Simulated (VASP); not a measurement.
Runs of VASP 6.6.1 on TaAl5. The structure is that of space group P4/mmm (No. 123), or close to it. The cells are those of the table. 

```csv
task,cell,k mesh,cutoff (eV),gap on the mesh (eV),pressure (GPa),relaxed volume (Å³/atom),largest force (eV/Å)
single point,"a = 6.310, b = 6.310, c = 5.165 Å, 6 atoms",6 × 6 × 8,520,none,0.0,-,0.01
relaxation of cell and atoms,"relaxed from a = 6.323, b = 6.323, c = 5.170 Å, 6 atoms",6 × 6 × 8,600,none,0.0,34.25,0.01
single point,"a = 6.323, b = 6.323, c = 5.170 Å, 6 atoms",4 × 4 × 4,520,none,0.0,-,-
single point,"a = 4.549, b = 4.549, c = 5.251 Å, 6 atoms",4 × 4 × 4,520,none,98.7,-,(a)
relaxation of cell and atoms,"relaxed from a = 4.549, b = 4.549, c = 5.251 Å, 6 atoms",4 × 4 × 4,600,none,0.0,34.38,0.01
```

Alike in all rows: level PBE; potentials or basis VASP PAW PBE potentials, release 64 (Ta_pv, Al); no spin polarisation; smearing gaussian 0.1 eV.

Question: Fill in the values left out.

Answer: (a) 5.74.

Caveats: spin-orbit coupling is left out, which moves the levels of the heavy elements; forces of over 1 eV/Å act on the atoms, so gaps and moduli don't describe the material at rest (some runs); the volume moved by over 15 % at a fixed basis, so the end points are rough (some runs).

A k mesh can miss the band edges, and the runs leave out spin-orbit coupling on Ta.

A gap of «none» marks levels without a gap at the run's occupations.
